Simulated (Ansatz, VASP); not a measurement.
**TaSi2 in VASP and in Ansatz**

Contents of INCAR:

```
SYSTEM = TaSi2
  PREC = Accurate
  ENCUT = 520
  EDIFF = 1E-6
  ISMEAR = 0
  SIGMA = 0.15
  LREAL = Auto
  LASPH = .TRUE.
  NELM = 80
  ALGO = Normal
  ISIF = 2
  LWAVE = .FALSE.
  LCHARG = .FALSE.
  GGA = PS
  NBANDS = 72
```

The input KPOINTS:

```
Automatic mesh
0
G
  9 9 3
  0 0 0
```

POSCAR

```
TaSi2
1.0
   -4.7608595400      0.0000000000      0.0000000000
   -2.3804297700     -4.1230253055      0.0000000000
    0.0000000000      0.0000000000     19.1115682148
Ta Si
6 12
Direct
    0.5000000000      1.0000000000      0.0571826026
    0.5000000000      1.0000000000      0.4002096129
    0.0000000000      0.5000000000      0.1715249394
    0.0000000000      0.5000000000      0.5145519497
    0.5000000000      0.5000000000      0.6288942865
    0.5000000000      0.5000000000      0.2858672762
    0.1592675414      0.6814649172      0.0571826026
    0.1592675414      0.6814649172      0.4002096129
    0.3185350828      0.8407324586      0.1715249394
    0.3185350828      0.8407324586      0.5145519497
    0.1592675414      0.1592675414      0.6288942865
    0.1592675414      0.1592675414      0.2858672762
    0.8407324586      0.3185350828      0.0571826026
    0.8407324586      0.3185350828      0.4002096129
    0.6814649172      0.1592675414      0.1715249394
    0.6814649172      0.1592675414      0.5145519497
    0.8407324586      0.8407324586      0.6288942865
    0.8407324586      0.8407324586      0.2858672762
```

Input for Ansatz:

```yaml
crystal:
  lattice:
    - [-4.76085954, 0.0, 0.0]
    - [-2.38042977, -4.1230253055, 0.0]
    - [0.0, 0.0, 19.1115682148]
  atoms:
    - { symbol: Ta, position: [0.5, 1.0, 0.0571826026] }
    - { symbol: Ta, position: [0.5, 1.0, 0.4002096129] }
    - { symbol: Ta, position: [0.0, 0.5, 0.1715249394] }
    - { symbol: Ta, position: [0.0, 0.5, 0.5145519497] }
    - { symbol: Ta, position: [0.5, 0.5, 0.6288942865] }
    - { symbol: Ta, position: [0.5, 0.5, 0.2858672762] }
    - { symbol: Si, position: [0.1592675414, 0.6814649172, 0.0571826026] }
    - { symbol: Si, position: [0.1592675414, 0.6814649172, 0.4002096129] }
    - { symbol: Si, position: [0.3185350828, 0.8407324586, 0.1715249394] }
    - { symbol: Si, position: [0.3185350828, 0.8407324586, 0.5145519497] }
    - { symbol: Si, position: [0.1592675414, 0.1592675414, 0.6288942865] }
    - { symbol: Si, position: [0.1592675414, 0.1592675414, 0.2858672762] }
    - { symbol: Si, position: [0.8407324586, 0.3185350828, 0.0571826026] }
    - { symbol: Si, position: [0.8407324586, 0.3185350828, 0.4002096129] }
    - { symbol: Si, position: [0.6814649172, 0.1592675414, 0.1715249394] }
    - { symbol: Si, position: [0.6814649172, 0.1592675414, 0.5145519497] }
    - { symbol: Si, position: [0.8407324586, 0.8407324586, 0.6288942865] }
    - { symbol: Si, position: [0.8407324586, 0.8407324586, 0.2858672762] }
basis:
  ecutwfc: 420
kpoints:
  mp_grid: { grid: [9, 9, 3] }
hamiltonian:
  xc: pbesol
scf:
  occupations: { method: gaussian, width: 0.15 }
output:
  forces: true
  stress: true
  eigenvalues: true
```

Alike in both runs: task single point; functional PBEsol; k mesh 9 × 9 × 3; occupations gaussian, width 0.15 eV; no spin polarisation.

```csv
,VASP,Ansatz
version,VASP 6.6.1,Ansatz 0.2.0
potentials or method,"VASP PAW PBE potentials, release 64 (Ta_pv, Si), cutoff 520 eV","scalar-relativistic, plane waves, PAW"
valence electrons in the cell,114,126
```

|  | VASP | Ansatz | Ansatz less VASP |
| --- | --- | --- | --- |
| gap on the k mesh at the Fermi level (eV) | none | none | - |
| rms of the force components (eV/Å) | 0.348 | 0.349 | +0.0013 |

VASP's potentials were made for PBE, not for PBEsol. Atom by atom the forces differ by 0.006 eV/Å (rms over components). A gap of «none» marks a metal or a gap that the smearing closes. VASP's potentials hold 114 valence electrons a cell and Ansatz's 126, so a difference there can come from the potentials and not from the codes.

Neither program's run includes spin-orbit coupling.
